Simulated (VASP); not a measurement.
# Ta (Im-3m) in VASP: further runs

Ta is run at these levels: LDA; tasks: relaxation of cell and atoms.

All numbers are computed with VASP 6.6.1; they aren't measurements. Logs are shortened: lines on timing, memory, paths and dates and some standing lists are left out, and cuts for length are marked.

**1. The cell of the first run**

Symmetry: Im-3m, No. 229, cubic system. Conventional cell: a = 3.254 Å, b = 3.254 Å, c = 3.254 Å, α = 90.00°, β = 90.00°, γ = 90.00°. Ta (site symmetry m-3m) has 14 Ta at 2.82 to 3.25 Å within 3.7 Å.

**2. Relaxation of cell and atoms, LDA, target pressure 2 GPa, at which the enthalpy is minimised**

Input file INCAR:

```
SYSTEM = Ta
ALGO = Normal
EDIFF = 1E-6
EDIFFG = -0.002
ENCUT = 600
IBRION = 2
ISIF = 3
ISMEAR = -1
LASPH = .TRUE.
LCHARG = .FALSE.
LREAL = .FALSE.
LWAVE = .FALSE.
NELM = 60
NSW = 100
PREC = Accurate
PSTRESS = 20.0
SIGMA = 0.08
```

Input file KPOINTS:

```
k-points
0
G
  24 24 24
  0 0 0
```

Input file POSCAR:

```
Ta
1.0
   -1.6268863385      1.6268863385      1.6268863385
    1.6268863385     -1.6268863385      1.6268863385
    1.6268863385      1.6268863385     -1.6268863385
Ta
1
Direct
    0.0000000000      0.0000000000      0.0000000000
```

Potentials or basis: VASP PAW LDA potentials, release 64 (Ta_pv).

The run is started by

```
$ cat potpaw_LDA.64/Ta_pv/POTCAR > POTCAR
$ mpirun -np 1 vasp_std > vasp.out
```

OUTCAR:

```text
SYSTEM = Ta
   EDIFF = 1E-6
   EDIFFG = -0.002
   ENCUT = 600
   IBRION = 2
   ISIF = 3
   ISMEAR = -1
   LASPH = .TRUE.
   LREAL = .FALSE.
   NELM = 60
   NSW = 100
   PREC = Accurate
   PSTRESS = 20.0

 ion  position               nearest neighbor table
   1  0.000  0.000  0.000-

  LATTYP: Found a body centered cubic cell.
 ALAT       =     3.2537726770

  Lattice vectors:

 A1 = (  -1.6268863385,   1.6268863385,   1.6268863385)
 A2 = (   1.6268863385,  -1.6268863385,   1.6268863385)
 A3 = (   1.6268863385,   1.6268863385,  -1.6268863385)

Analysis of symmetry for initial positions (statically):
=====================================================================
 Subroutine PRICEL returns:
 Original cell was already a primitive cell.

 Routine SETGRP: Setting up the symmetry group for a
 body centered cubic supercell.

 Subroutine GETGRP returns: Found 48 space group operations
 (whereof 48 operations were pure point group operations)
 out of a pool of 48 trial point group operations.

The static configuration has the point symmetry O_h .

Analysis of symmetry for dynamics (positions and initial velocities):
=====================================================================
 Subroutine PRICEL returns:
 Original cell was already a primitive cell.

 Routine SETGRP: Setting up the symmetry group for a
 body centered cubic supercell.

 Subroutine GETGRP returns: Found 48 space group operations
 (whereof 48 operations were pure point group operations)
 out of a pool of 48 trial point group operations.

The dynamic configuration has the point symmetry O_h .

 Subroutine INISYM returns: Found 48 space group operations
 (whereof 48 operations are pure point group operations),
 and found     1 'primitive' translations

----------------------------------------------------------------------------------------

                                     Primitive cell

  volume of cell :      17.2239

  direct lattice vectors                    reciprocal lattice vectors
    -1.626886339  1.626886339  1.626886339     0.000000000  0.307335545  0.307335545
     1.626886339 -1.626886339  1.626886339     0.307335545  0.000000000  0.307335545
     1.626886339  1.626886339 -1.626886339     0.307335545  0.307335545  0.000000000

  length of vectors
     2.817849796  2.817849796  2.817849796     0.434638096  0.434638096  0.434638096

  position of ions in fractional coordinates (direct lattice)
     0.000000000  0.000000000  0.000000000

  ion indices of the primitive-cell ions
   primitive index   ion index
                 1           1

----------------------------------------------------------------------------------------

 KPOINTS: k-points

Automatic generation of k-mesh.
 Grid dimensions read from file:
 generate k-points for:   24   24   24

 Generating k-lattice:

  Cartesian coordinates                     Fractional coordinates (reciprocal lattice)
     0.000000000  0.012805648  0.012805648     0.041666667  0.000000000  0.000000000
     0.012805648  0.000000000  0.012805648     0.000000000  0.041666667  0.000000000
     0.012805648  0.012805648  0.000000000     0.000000000  0.000000000  0.041666667

  Length of vectors
     0.018109921  0.018109921  0.018109921

  Shift w.r.t. Gamma in fractional coordinates (k-lattice)
     0.000000000  0.000000000  0.000000000

 Subroutine IBZKPT returns following result:
 ===========================================

 Found    413 irreducible k-points:

 Following reciprocal coordinates:
            Coordinates               Weight
  0.000000  0.000000  0.000000      1.000000
  0.041667  0.000000  0.000000     12.000000
  0.083333  0.000000  0.000000     12.000000
  0.125000  0.000000  0.000000     12.000000
  0.166667  0.000000  0.000000     12.000000
  0.208333  0.000000  0.000000     12.000000
[... 16 lines left out ...]
  0.416667  0.041667  0.000000     48.000000
  0.458333  0.041667  0.000000     48.000000
 [... further k-points ...]
   k-points           NKPTS =    413   k-points in BZ     NKDIM =    413   number of bands    NBANDS=      9
   number of dos      NEDOS =    301   number of ions     NIONS =      1
   total plane-waves  NPLWV =  13824
   dimension x,y,z NGX =    24 NGY =   24 NGZ =   24
   dimension x,y,z NGXF=    48 NGYF=   48 NGZF=   48
   ions per type =               1
   NGX,Y,Z   is equivalent  to a cutoff of  14.16, 14.16, 14.16 a.u.
   NGXF,Y,Z  is equivalent  to a cutoff of  28.32, 28.32, 28.32 a.u.
 SYSTEM =  Ta
   PREC   = accura    normal or accurate (medium, high low for compatibility)
   ISTART =      0    job   : 0-new  1-cont  2-samecut
   ICHARG =      2    charge: 1-file 2-atom 10-const
   ISPIN  =      1    spin polarized calculation?
   LNONCOLLINEAR =      F non collinear calculations
   LSORBIT =      F    spin-orbit coupling
   LASPH  =      T    aspherical Exc in radial PAW
   ENCUT  =  600.0 eV  44.10 Ry    6.64 a.u.   5.63  5.63  5.63*2*pi/ulx,y,z
   NELM   =     60;   NELMIN=  2; NELMDL= -5     # of ELM steps
   EDIFF  = 0.1E-05   stopping-criterion for ELM
   LREAL  =      F    real-space projection
   EDIFFG = -.2E-02   stopping-criterion for IOM
   NSW    =    100    number of steps for IOM
   IBRION =      2    ionic relax: 0-MD 1-quasi-New 2-CG
   NFREE  =      1    steps in history (QN), initial steepest desc. (CG)
   ISIF   =      3    stress and relaxation
   ISYM   =      2    0-nonsym 1-usesym 2-fastsym
   POTIM  = 0.5000    time-step for ionic-motion
   TEBEG  =    0.0;   TEEND  =   0.0 temperature during run
   PSTRESS=   20.0 pullay stress
   NELECT =      11.0000    total number of electrons
   NUPDOWN=      -1.0000    fix difference up-down
   EMIN   =  10.00;   EMAX   =-10.00  energy-range for DOS
   EFERMI =   0.00;   METHOD = LEGACY
   ISMEAR =    -1;   SIGMA  =   0.08  broadening in eV -4-tet -1-fermi 0-gaus
   EFERMI_NEDOS =   21; number of points for ismear=-14 and -15
   IALGO  =     38    algorithm
   IMIX   =      4    mixing-type and parameters
     AMIX     =   0.40;   BMIX     =  1.00
     AMIX_MAG =   1.60;   BMIX_MAG =  1.00
  volume/ion in A,a.u.               =      17.22       116.23
  Fermi-wavevector in a.u.,A,eV,Ry     =   1.409814  2.664162 27.042610  1.987576
  Thomas-Fermi vector in A             =   2.531832
   LORBIT       =      0    0 simple, 1 ext, 2 COOP (PROOUT), +10 PAW based schemes
   GGA     = CA    functional components
   LHFCALC =     F    Hartree Fock is set to
   AEXX    =    0.0000 exact exchange contribution
   IVDW    =     0    specifies the selected vdW correction
   LEPSILON=     F    determine dielectric tensor
   LRPA    =     F    only Hartree local field effects (RPA)
 conjugate gradient relaxation of ions
 non-spin polarized calculation
  energy-cutoff  :      600.00
  volume of cell :       17.22
 maximum number of plane-waves:       603
   NGX = 11   NGY = 11   NGZ = 11

--------------------------------------- Ionic step        1  -------------------------------------------

 number of electron      11.0000000 magnetization

 Free energy of the ion-electron system (eV)
  ---------------------------------------------------
  ext. energy  EPLUGINS =         0.00000000
  ---------------------------------------------------
  free energy    TOTEN  =       -12.84146631 eV

  energy without entropy =      -12.81515787  energy(sigma->0) =      -12.82831209

------------------------ aborting loop because EDIFF is reached ----------------------------------------

  FORCE on cell =-STRESS in cart. coord.  units (eV):
  Direction    XX          YY          ZZ          XY          YZ          ZX
  --------------------------------------------------------------------------------------
  -------------------------------------------------------------------------------------
  Total        0.0962653      0.0962653      0.0962653      0.0000000      0.0000000     -0.0000000
  in kB        8.9546549      8.9546549      8.9546549      0.0000000      0.0000000     -0.0000000
  external PRESSURE =     -11.0453451 kB  Pullay stress =      20.0000000 kB

 VOLUME and BASIS-vectors are now :
 -----------------------------------------------------------------------------
  energy-cutoff  :      600.00
  volume of cell :       17.22
      direct lattice vectors                 reciprocal lattice vectors
    -1.626886339  1.626886339  1.626886339     0.000000000  0.307335545  0.307335545
     1.626886339 -1.626886339  1.626886339     0.307335545  0.000000000  0.307335545
     1.626886339  1.626886339 -1.626886339     0.307335545  0.307335545  0.000000000
[... 44 lines left out ...]
  FREE ENERGIE OF THE ION-ELECTRON SYSTEM (eV)
  ---------------------------------------------------
  free  energy   TOTEN  =       -12.8362710982 eV

  energy  without entropy=      -12.8104418572  energy(sigma->0) =      -12.82335648

  enthalpy is  TOTEN    =       -12.6249386538 eV   P V=        0.2113324444

--------------------------------------- Ionic step        3  -------------------------------------------

 number of electron      10.9999999 magnetization

 Free energy of the ion-electron system (eV)
  ---------------------------------------------------
  ext. energy  EPLUGINS =         0.00000000
  ---------------------------------------------------
  free energy    TOTEN  =       -12.84070162 eV

  energy without entropy =      -12.81454173  energy(sigma->0) =      -12.82762167

 E-fermi :   5.8191     XC(G=0): -13.0500

 val. band max:        5.8125638845   @ k =  -0.4167  -0.4167   0.0417
 cond. band min:       5.8191495868   @ k =  -0.1667   0.1667   0.0417
 fundamental gap:      0.0065857023
 Fermi energy:         5.8191051681

 k-point     1 :       0.0000    0.0000    0.0000
  band No.  band energies     occupation
      1     -26.8826      2.00000
      2     -26.8826      2.00000
      3     -26.8826      2.00000
      4      -2.2077      2.00000
      5       6.4862      0.00048
      6       6.4862      0.00048
      7       6.4862      0.00048
      8       9.9250      0.00000
      9       9.9250      0.00000

 k-point     2 :       0.0417    0.0000    0.0000
  band No.  band energies     occupation
      1     -26.9091      2.00000
      2     -26.8906      2.00000
      3     -26.8828      2.00000
      4      -2.1239      2.00000
      5       6.4315      0.00095
      6       6.4727      0.00057
      7       6.5679      0.00017
      8       9.8307      0.00000
      9       9.9246      0.00000
[... 253 lines left out ...]
 k-point    24 :       0.4583    0.0417    0.0000
  band No.  band energies     occupation
      1     -28.2747      2.00000
      2     -27.3385      2.00000
      3     -26.9039      2.00000
      4       1.2841      2.00000
      5       4.1045      2.00000
      6       7.6114      0.00000
      7       9.8179      0.00000
      8      10.9730      0.00000
      9      14.0730      0.00000

 [... further k-points ...]

------------------------ aborting loop because EDIFF is reached ----------------------------------------

  FORCE on cell =-STRESS in cart. coord.  units (eV):
  Direction    XX          YY          ZZ          XY          YZ          ZX
  --------------------------------------------------------------------------------------
  -------------------------------------------------------------------------------------
  Total        0.2131552      0.2131552      0.2131552      0.0000000     -0.0000000      0.0000000
  in kB       19.9268485     19.9268485     19.9268485      0.0000000     -0.0000000      0.0000000
  external PRESSURE =      -0.0731515 kB  Pullay stress =      20.0000000 kB

 VOLUME and BASIS-vectors are now :
 -----------------------------------------------------------------------------
  energy-cutoff  :      600.00
  volume of cell :       17.14
      direct lattice vectors                 reciprocal lattice vectors
    -1.624186757  1.624186757  1.624186757     0.000000000  0.307846372  0.307846372
     1.624186757 -1.624186757  1.624186757     0.307846372  0.000000000  0.307846372
     1.624186757  1.624186757 -1.624186757     0.307846372  0.307846372  0.000000000

 POSITION                                       TOTAL-FORCE (eV/Angst)
 -----------------------------------------------------------------------------------
      0.00000      0.00000      0.00000        -0.000000      0.000000      0.000000
 -----------------------------------------------------------------------------------
    total drift:                               -0.000000     -0.000000      0.000000

  FREE ENERGIE OF THE ION-ELECTRON SYSTEM (eV)
  ---------------------------------------------------
  free  energy   TOTEN  =       -12.8407016179 eV

  energy  without entropy=      -12.8145417293  energy(sigma->0) =      -12.82762167

  enthalpy is  TOTEN    =       -12.6267639291 eV   P V=        0.2139376888

 reached required accuracy - stopping structural energy minimisation
```

It took 3.1 min on 1 thread of AMD EPYC 7R13, shared host; peak memory 0.18 GiB.

What came out:

| Quantity | Value |
| --- | --- |
| Free energy | -12.8407 eV |
| Relaxed volume | 17.14 Å³/atom |
| Relaxed cell | a = 2.813 Å, b = 2.813 Å, c = 2.813 Å, α = 109.47°, β = 109.47°, γ = 109.47° |
| Space group after relaxing (to 0.1 Å) | Im-3m (No. 229) |
| Energy change on relaxing (the run minimises the enthalpy) | +0.8 meV/atom |
| Ionic steps | 3 |
| Pressure after relaxing | 2.0 GPa |
| Band gap on the k mesh | zero (an odd number of electrons rules out a gap without spin polarisation) |

Step by step:
```csv
step,energy change (eV),largest force (eV/Å),pressure (GPa),volume (Å³)
1,0.0000,0.0000,0.90,17.22
2,0.0052,0.0000,4.84,16.93
3,0.0008,0.0000,1.99,17.14
```

Final structure:
```
CELL_PARAMETERS angstrom
-1.62419 1.62419 1.62419
1.62419 -1.62419 1.62419
1.62419 1.62419 -1.62419
ATOMIC_POSITIONS crystal
Ta 0.00000 0.00000 0.00000
```

Levels at points of the mesh, in eV from the Fermi level:
```
           k point  band 4  band 5  band 6  band 7  band 8  band 9
(0.00, 0.00, 0.00)   -8.03    0.67    0.67    0.67    4.11    4.11
(0.50, 0.00, 0.00)   -4.60   -1.74    1.98    4.02    5.09    8.25
(0.50, 0.50, 0.50)   -4.13   -4.13    7.20    7.20    7.20    9.22
```

Caveat: the cell is relaxed towards a set pressure, so the run minimises the enthalpy, not the energy; spin-orbit coupling is left out, which moves the levels of the heavy elements. LDA usually gives volumes a few per cent too small.

**3. Relaxation of cell and atoms, LDA, target pressure 4 GPa, at which the enthalpy is minimised**

Input file INCAR:

```
SYSTEM = Ta
  PREC = Accurate
  ENCUT = 600
  EDIFF = 1E-7
  ISMEAR = -1
  SIGMA = 0.08
  LREAL = .FALSE.
  LASPH = .TRUE.
  NELM = 80
  ALGO = Normal
  ISIF = 3
  LWAVE = .FALSE.
  LCHARG = .FALSE.
  IBRION = 2
  NSW = 100
  EDIFFG = -0.002
  PSTRESS = 40.0
```

Input file KPOINTS:

```
Automatic mesh
0
G
  24 24 24
  0 0 0
```

POSCAR is that of step 2.

Potentials or basis: VASP PAW LDA potentials, release 64 (Ta_pv).

The run is started by

```
$ cat potpaw_LDA.64/Ta_pv/POTCAR > POTCAR
$ mpirun -np 1 vasp_std > vasp.out
```

Wall time 4.1 min (1 thread of AMD EPYC 7R13, shared host); peak memory 0.19 GiB.

Results (log left out):

| Property | Result |
| --- | --- |
| Free energy | -12.8379 eV |
| Relaxed volume | 16.99 Å³/atom |
| Relaxed cell | a = 2.805 Å, b = 2.805 Å, c = 2.805 Å, α = 109.47°, β = 109.47°, γ = 109.47° |
| Space group after relaxing (to 0.1 Å) | Im-3m (No. 229) |
| Energy change on relaxing (the run minimises the enthalpy) | +3.6 meV/atom |
| Ionic steps | 4 |
| Pressure after relaxing | 4.0 GPa |
| Band gap on the k mesh | zero (an odd number of electrons rules out a gap without spin polarisation) |

Step by step:
```
step  energy change (eV)  largest force (eV/Å)  pressure (GPa)  volume (Å³)
   1              0.0000                0.0000            0.87        17.22
   2              0.0342                0.0000           12.86        16.40
   3              0.0035                0.0000            3.95        16.99
   4              0.0036                0.0000            4.02        16.99
```

Final structure:
```
CELL_PARAMETERS angstrom
-1.61944 1.61944 1.61944
1.61944 -1.61944 1.61944
1.61944 1.61944 -1.61944
ATOMIC_POSITIONS crystal
Ta 0.00000 0.00000 0.00000
```

Levels at points of the mesh, in eV from the Fermi level:
| k point | band 4 | band 5 | band 6 | band 7 | band 8 | band 9 |
| --- | --- | --- | --- | --- | --- | --- |
| (0.00, 0.00, 0.00) | -8.06 | 0.67 | 0.67 | 0.67 | 4.14 | 4.14 |
| (0.50, 0.00, 0.00) | -4.64 | -1.77 | 2.03 | 4.06 | 5.14 | 8.34 |
| (0.50, 0.50, 0.50) | -4.18 | -4.18 | 7.28 | 7.28 | 7.28 | 9.30 |

Caveat: the cell is relaxed towards a set pressure, so the run minimises the enthalpy, not the energy; spin-orbit coupling is left out, which moves the levels of the heavy elements. LDA usually gives volumes a few per cent too small.
